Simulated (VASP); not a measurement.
# GaAs (F-43m) in VASP: further runs

GaAs is run at these levels: LDA; tasks: single point.

All numbers are computed with VASP 6.6.1; they aren't measurements. Logs are shortened: lines on timing, memory, paths and dates and some standing lists are left out, and cuts for length are marked.

**1. The cell of the first run**

It takes space group F-43m (No. 216, cubic). The conventional cell has a = 5.339 Å, b = 5.339 Å, c = 5.339 Å, α = 90.00°, β = 90.00°, γ = 90.00°. Within 3.1 Å of Ga (site symmetry -43m) lie 4 As at 2.31 Å. As (site symmetry -43m) has 4 Ga at 2.31 Å within 3.1 Å.

**2. Single point, LDA**

INCAR reads:

```
  PREC = Accurate
  ENCUT = 500
  EDIFF = 1E-6
  ISMEAR = 0
  SIGMA = 0.01
  LREAL = F
  LASPH = T
  NELM = 120
  ALGO = Normal
  ISIF = 2
  LWAVE = F
  LCHARG = T
  LELF = T
  LVHAR = T
  NBANDS = 16
  GGA_COMPAT = F
```

KPOINTS reads:

```
regular mesh
0
Gamma
  8 8 8
```

POSCAR reads:

```
GaAs
1.0
    2.6695899321      2.6695899321      0.0000000000
   -2.6695899321      2.6695899321      0.0000000000
    0.0000000000      2.6695899321      2.6695899321
Ga As
1 1
Direct
    0.0000000000      0.0000000000      0.0000000000
    0.7500000000      0.2500000000      0.5000000000
```

Potentials or basis: VASP PAW LDA potentials, release 64 (Ga_d, As).

Run with:

```bash
$ cat potpaw_LDA.64/Ga_d/POTCAR potpaw_LDA.64/As/POTCAR > POTCAR
$ mpirun -np 1 vasp_std > vasp.out
```

OUTCAR:

```text
PREC = Accurate
   ENCUT = 500
   EDIFF = 1E-6
   ISMEAR = 0
   LREAL = F
   LASPH = T
   NELM = 120
   ISIF = 2

 ion  position               nearest neighbor table
   1  0.000  0.000  0.000-   2 2.31   2 2.31   2 2.31   2 2.31
   2  0.750  0.250  0.500-   1 2.31   1 2.31   1 2.31   1 2.31

  LATTYP: Found a face centered cubic cell.
 ALAT       =     5.3391798642

  Lattice vectors:

 A1 = (   0.0000000000,   2.6695899321,   2.6695899321)
 A2 = (   2.6695899321,   0.0000000000,   2.6695899321)
 A3 = (   2.6695899321,   2.6695899321,   0.0000000000)

Analysis of symmetry for initial positions (statically):
=====================================================================
 Subroutine PRICEL returns:
 Original cell was already a primitive cell.

 Routine SETGRP: Setting up the symmetry group for a
 face centered cubic supercell.

 Subroutine GETGRP returns: Found 24 space group operations
 (whereof 24 operations were pure point group operations)
 out of a pool of 48 trial point group operations.

The static configuration has the point symmetry T_d .

Analysis of symmetry for dynamics (positions and initial velocities):
=====================================================================
 Subroutine PRICEL returns:
 Original cell was already a primitive cell.

 Routine SETGRP: Setting up the symmetry group for a
 face centered cubic supercell.

 Subroutine GETGRP returns: Found 24 space group operations
 (whereof 24 operations were pure point group operations)
 out of a pool of 48 trial point group operations.

The dynamic configuration has the point symmetry T_d .

 Subroutine INISYM returns: Found 24 space group operations
 (whereof 24 operations are pure point group operations),
 and found     1 'primitive' translations

----------------------------------------------------------------------------------------

                                     Primitive cell

  volume of cell :      38.0508

  direct lattice vectors                    reciprocal lattice vectors
     2.669589932  2.669589932  0.000000000     0.187294683  0.187294683 -0.187294683
    -2.669589932  2.669589932  0.000000000    -0.187294683  0.187294683 -0.187294683
     0.000000000  2.669589932  2.669589932     0.000000000  0.000000000  0.374589366

  length of vectors
     3.775370288  3.775370288  3.775370288     0.324403907  0.324403907  0.374589366

[... 79 lines left out ...]
   NELM   =    120;   NELMIN=  2; NELMDL= -5     # of ELM steps
   EDIFF  = 0.1E-05   stopping-criterion for ELM
   LREAL  =      F    real-space projection
   EDIFFG = 0.1E-04   stopping-criterion for IOM
   NSW    =      0    number of steps for IOM
   IBRION =     -1    ionic relax: 0-MD 1-quasi-New 2-CG
   NFREE  =      0    steps in history (QN), initial steepest desc. (CG)
   ISIF   =      2    stress and relaxation
   ISYM   =      2    0-nonsym 1-usesym 2-fastsym
   POTIM  = 0.5000    time-step for ionic-motion
   TEBEG  =    0.0;   TEEND  =   0.0 temperature during run
   PSTRESS=    0.0 pullay stress
   NELECT =      18.0000    total number of electrons
   NUPDOWN=      -1.0000    fix difference up-down
   EMIN   =  10.00;   EMAX   =-10.00  energy-range for DOS
   EFERMI =   0.00;   METHOD = LEGACY
   ISMEAR =     0;   SIGMA  =   0.01  broadening in eV -4-tet -1-fermi 0-gaus
   EFERMI_NEDOS =   21; number of points for ismear=-14 and -15
   IALGO  =     38    algorithm
   IMIX   =      4    mixing-type and parameters
     AMIX     =   0.40;   BMIX     =  1.00
     AMIX_MAG =   1.60;   BMIX_MAG =  1.00
  volume/ion in A,a.u.               =      19.03       128.39
  Fermi-wavevector in a.u.,A,eV,Ry     =   1.275590  2.410516 22.138446  1.627130
  Thomas-Fermi vector in A             =   2.408294
   LORBIT       =      0    0 simple, 1 ext, 2 COOP (PROOUT), +10 PAW based schemes
   GGA     = CA    functional components
   LHFCALC =     F    Hartree Fock is set to
   AEXX    =    0.0000 exact exchange contribution
   IVDW    =     0    specifies the selected vdW correction
   LEPSILON=     F    determine dielectric tensor
   LRPA    =     F    only Hartree local field effects (RPA)
 non-spin polarized calculation
 Gauss-broadening in eV      SIGMA  =   0.01
  energy-cutoff  :      500.00
  volume of cell :       38.05
 maximum number of plane-waves:       982
   NGX = 13   NGY = 13   NGZ = 13

 number of electron      17.9999984 magnetization

 Free energy of the ion-electron system (eV)
  ---------------------------------------------------
  ext. energy  EPLUGINS =         0.00000000
  ---------------------------------------------------
  free energy    TOTEN  =        -9.37792457 eV

  energy without entropy =       -9.37792457  energy(sigma->0) =       -9.37792457

 E-fermi :   5.7396     XC(G=0): -10.6918

 val. band max:        5.6103445453   @ k =   0.0000   0.0000   0.0000
 cond. band min:       6.5881609789   @ k =   0.5000   0.5000   0.0000
 fundamental gap:      0.9778164336
 Fermi energy:         5.7396357376

 k-point     1 :       0.0000    0.0000    0.0000
  band No.  band energies     occupation
      1      -9.7447      2.00000
      2      -9.7447      2.00000
      3      -9.7447      2.00000
      4      -9.6146      2.00000
      5      -9.6146      2.00000
      6      -8.5343      2.00000
[... 433 lines left out ...]
      3      -9.6893      2.00000
      4      -9.6238      2.00000
      5      -9.6094      2.00000
      6      -5.7279      2.00000
[... 8 lines left out ...]
     15      17.6682      0.00000
     16      18.7076      0.00000

 [... further k-points ...]

------------------------ aborting loop because EDIFF is reached ----------------------------------------

  FORCE on cell =-STRESS in cart. coord.  units (eV):
  Direction    XX          YY          ZZ          XY          YZ          ZX
  --------------------------------------------------------------------------------------
  -------------------------------------------------------------------------------------
  Total        3.7020380      3.7020380      3.7020380      0.0000000     -0.0000000     -0.0000000
  in kB      155.8790637    155.8790637    155.8790637      0.0000000     -0.0000000     -0.0000000
  external PRESSURE =     155.8790637 kB  Pullay stress =       0.0000000 kB

 VOLUME and BASIS-vectors are now :
 -----------------------------------------------------------------------------
  energy-cutoff  :      500.00
  volume of cell :       38.05
      direct lattice vectors                 reciprocal lattice vectors
     2.669589932  2.669589932  0.000000000     0.187294683  0.187294683 -0.187294683
    -2.669589932  2.669589932  0.000000000    -0.187294683  0.187294683 -0.187294683
     0.000000000  2.669589932  2.669589932     0.000000000  0.000000000  0.374589366

 POSITION                                       TOTAL-FORCE (eV/Angst)
 -----------------------------------------------------------------------------------
      0.00000      0.00000      0.00000         0.000000      0.000000      0.000000
      1.33479      4.00438      1.33479        -0.000000     -0.000000      0.000000
 -----------------------------------------------------------------------------------
    total drift:                               -0.000001      0.000000     -0.000000

  FREE ENERGIE OF THE ION-ELECTRON SYSTEM (eV)
  ---------------------------------------------------
  free  energy   TOTEN  =        -9.3779245742 eV

  energy  without entropy=       -9.3779245742  energy(sigma->0) =       -9.37792457
```

stdout:

```text
POSCAR found type information on POSCAR GaAs
 POSCAR found :  2 types and       2 ions
 scaLAPACK will be used
 LDA part: xc-table for (Slater(with rela. corr.)+CA(PZ))
 , standard interpolation
 POSCAR, INCAR and KPOINTS ok, starting setup
 FFT: planning ... GRIDC
 FFT: planning ... GRID_SOFT
 FFT: planning ... GRID
 WAVECAR not read
 entering main loop
```

Wall time 14 s (1 thread of Intel Xeon 6975P-C, shared host); peak memory 0.15 GiB.

What came out:

```yaml
Free_energy: -9.3779 eV
Pressure: 15.6 GPa
Band_gap_on_the_k_mesh: 0.98 eV, indirect (least direct gap 1.69 eV)
```

Levels at points of the mesh, in eV from the valence-band top:
| k point | band 6 | band 7 | band 8 | band 9 | band 10 | band 11 | band 12 | band 13 |
| --- | --- | --- | --- | --- | --- | --- | --- | --- |
| (0.00, 0.00, 0.00) | -14.14 | 0.00 | 0.00 | 0.00 | 1.69 | 3.68 | 3.68 | 3.68 |
| (0.50, 0.00, 0.00) | -11.78 | -7.76 | -1.44 | -1.44 | 1.38 | 4.60 | 4.60 | 7.65 |
| (0.50, 0.50, 0.00) | -10.81 | -7.77 | -3.36 | -3.36 | 0.98 | 1.39 | 11.46 | 11.46 |

A k mesh can miss the band edges. LDA gaps usually lie below the measured ones, often by a third to a half.

**3. Single point, LDA**

INCAR reads:

```
SYSTEM = GaAs
  ALGO = Normal
  EDIFF = 1E-6
  ENCUT = 500
  GGA = CA
  GGA_COMPAT = .FALSE.
  ISIF = 2
  ISMEAR = 0
  LASPH = .TRUE.
  LCHARG = .FALSE.
  LREAL = .FALSE.
  LWAVE = .FALSE.
  NBANDS = 16
  NELM = 120
  PREC = Accurate
  SIGMA = 0.01
```

KPOINTS reads:

```
k-points
0
G
  8 8 8
  0 0 0
```

POSCAR is that of step 2.

Potentials or basis: VASP PAW LDA potentials, release 64 (Ga_d, As).

Run with:

```bash
$ cat potpaw_LDA.64/Ga_d/POTCAR potpaw_LDA.64/As/POTCAR > POTCAR
$ mpirun -np 1 vasp_std > vasp.out
```

Wall time 12 s (1 thread of Intel Xeon 6975P-C, shared host); peak memory 0.15 GiB.

It converged, with:

| Quantity | Value |
| --- | --- |
| Free energy | -9.3779 eV |
| Pressure | 15.6 GPa |
| Band gap on the k mesh | 0.98 eV, indirect (least direct gap 1.69 eV) |

Levels at points of the mesh, in eV from the valence-band top:
| k point | band 6 | band 7 | band 8 | band 9 | band 10 | band 11 | band 12 | band 13 |
| --- | --- | --- | --- | --- | --- | --- | --- | --- |
| (0.00, 0.00, 0.00) | -14.14 | 0.00 | 0.00 | 0.00 | 1.69 | 3.68 | 3.68 | 3.68 |
| (0.50, 0.00, 0.00) | -11.78 | -7.76 | -1.44 | -1.44 | 1.38 | 4.60 | 4.60 | 7.65 |
| (0.50, 0.50, 0.00) | -10.81 | -7.77 | -3.36 | -3.36 | 0.98 | 1.39 | 11.46 | 11.46 |

**4. Single point, LDA**

This run uses another cell than the first one, of 19.79 Å³/atom, 1.040 times its volume.

INCAR reads:

```
ALGO     = Normal         # electronic algorithm
EDIFF    = 1E-6           # SCF threshold, eV
ENCUT    = 500            # plane-wave cutoff, eV
GGA      = CA             # functional
GGA_COMPAT= F            
ISIF     = 2              # what is computed and relaxed
ISMEAR   = 0              # smearing method
LASPH    = T              # aspherical terms in the spheres
LCHARG   = T              # write CHGCAR
LELF     = T              # ELF
LREAL    = F              # projectors in reciprocal space
LVHAR    = T            
LWAVE    = F              # write WAVECAR
NBANDS   = 16             # bands
NELM     = 120            # most SCF steps
PREC     = Accurate       # precision mode
SIGMA    = 0.01           # smearing width, eV
```

KPOINTS reads:

```
k-points
0
Gamma
  8 8 8
```

POSCAR reads:

```
GaAs
1.0
    2.7046804954      2.7046804954      0.0000000000
   -2.7046804954      2.7046804954      0.0000000000
    0.0000000000      2.7046804954      2.7046804954
Ga As
1 1
Direct
    0.0000000000      0.0000000000      0.0000000000
    0.7500000000      0.2500000000      0.5000000000
```

Run with:

```bash
$ cat potpaw_LDA.64/Ga_d/POTCAR potpaw_LDA.64/As/POTCAR > POTCAR
$ mpirun -np 1 vasp_std > vasp.out
```

Wall time 13 s (1 thread of Intel Xeon 6975P-C, shared host); peak memory 0.15 GiB.

Results (log left out):

```yaml
Free_energy: -9.5010 eV
Pressure: 10.5 GPa
Band_gap_on_the_k_mesh: 1.07 eV, indirect (least direct gap 1.37 eV)
```

Levels at points of the mesh, in eV from the valence-band top:
```
           k point  band 7  band 8  band 9  band 10  band 11  band 12
(0.00, 0.00, 0.00)    0.00    0.00    0.00     1.37     3.69     3.69
(0.50, 0.00, 0.00)   -7.49   -1.37   -1.37     1.26     4.60     4.60
(0.50, 0.50, 0.00)   -7.55   -3.20   -3.20     1.07     1.44    11.13
```

A k mesh can miss the band edges. LDA gaps usually lie below the measured ones, often by a third to a half.

**5. Single point, LDA**

This run uses another cell than the first one, of 19.79 Å³/atom, 1.040 times its volume.

INCAR reads:

```
SYSTEM = GaAs
PREC = Accurate
ENCUT = 500
EDIFF = 1E-6
ISMEAR = 0
SIGMA = 0.01
LREAL = .FALSE.
LASPH = .TRUE.
NELM = 120
ALGO = Normal
ISIF = 2
LWAVE = .FALSE.
LCHARG = .FALSE.
NBANDS = 16
GGA_COMPAT = .FALSE.
```

KPOINTS reads:

```
regular mesh
0
G
  8 8 8
  0 0 0
```

POSCAR is that of step 4.

Run with:

```bash
$ cat potpaw_LDA.64/Ga_d/POTCAR potpaw_LDA.64/As/POTCAR > POTCAR
$ mpirun -np 1 vasp_std > vasp.out
```

Wall time 13 s (1 thread of Intel Xeon 6975P-C, shared host); peak memory 0.15 GiB.

The run converged. Its results:

| Property | Result |
| --- | --- |
| Free energy | -9.5010 eV |
| Pressure | 10.5 GPa |
| Band gap on the k mesh | 1.07 eV, indirect (least direct gap 1.37 eV) |

Levels at points of the mesh, in eV from the valence-band top:
| k point | band 7 | band 8 | band 9 | band 10 | band 11 | band 12 |
| --- | --- | --- | --- | --- | --- | --- |
| (0.00, 0.00, 0.00) | 0.00 | 0.00 | 0.00 | 1.37 | 3.69 | 3.69 |
| (0.50, 0.00, 0.00) | -7.49 | -1.37 | -1.37 | 1.26 | 4.60 | 4.60 |
| (0.50, 0.50, 0.00) | -7.55 | -3.20 | -3.20 | 1.07 | 1.44 | 11.13 |

A k mesh can miss the band edges.

**6. Single point, LDA**

This run uses another cell than the first one, of 20.94 Å³/atom, 1.101 times its volume.

INCAR reads:

```
ALGO = Normal
EDIFF = 1E-6
ENCUT = 500
GGA = CA
GGA_COMPAT = False
ISIF = 2
ISMEAR = 0
LASPH = True
LCHARG = False
LREAL = False
LWAVE = False
NBANDS = 16
NELM = 120
PREC = Accurate
SIGMA = 0.01
```

KPOINTS reads:

```
k-points
0
Gamma
  8 8 8
```

POSCAR reads:

```
GaAs
1.0
    2.7564362223      2.7564362223      0.0000000000
   -2.7564362223      2.7564362223      0.0000000000
    0.0000000000      2.7564362223      2.7564362223
Ga As
1 1
Direct
    0.0000000000      0.0000000000      0.0000000000
    0.7500000000      0.2500000000      0.5000000000
```

Potentials or basis: VASP PAW LDA potentials, release 64 (Ga_d, As).

Run with:

```bash
$ cat potpaw_LDA.64/Ga_d/POTCAR potpaw_LDA.64/As/POTCAR > POTCAR
$ mpirun -np 1 vasp_std > vasp.out
```

Wall time 12 s (1 thread of Intel Xeon 6975P-C, shared host); peak memory 0.15 GiB.

The run converged. Its results:

| Item | Value |
| --- | --- |
| Free energy | -9.6070 eV |
| Pressure | 4.4 GPa |
| Band gap on the k mesh | 0.91 eV, direct |

Levels at points of the mesh, in eV from the valence-band top:
| k point | band 5 | band 6 | band 7 | band 8 | band 9 | band 10 | band 11 | band 12 | band 13 | band 14 |
| --- | --- | --- | --- | --- | --- | --- | --- | --- | --- | --- |
| (0.00, 0.00, 0.00) | -14.99 | -13.33 | 0.00 | 0.00 | 0.00 | 0.91 | 3.69 | 3.69 | 3.69 | 7.59 |
| (0.50, 0.00, 0.00) | -14.99 | -11.32 | -7.13 | -1.27 | -1.27 | 1.08 | 4.60 | 4.60 | 7.63 | 10.79 |
| (0.50, 0.50, 0.00) | -14.97 | -10.48 | -7.24 | -2.97 | -2.97 | 1.19 | 1.50 | 10.65 | 10.65 | 11.50 |

A k mesh can miss the band edges.

**7. The runs side by side**

| cell | gap on the mesh (eV) | pressure (GPa) |
| --- | --- | --- |
| a = 3.775 Å, angles 60.0, 60.0, 90.0°, 2 atoms | 0.98 | 15.6 |
| a = 3.825 Å, angles 60.0, 60.0, 90.0°, 2 atoms | 1.07 | 10.5 |
| a = 3.898 Å, angles 60.0, 60.0, 90.0°, 2 atoms | 0.91 | 4.4 |

Alike in all rows: task single point; level LDA; potentials or basis VASP PAW LDA potentials, release 64 (Ga_d, As); no spin polarisation; k mesh 8 × 8 × 8; cutoff (eV) 500; smearing gaussian 0.01 eV.

Absolute energies hang on the potentials; compare differences alone.
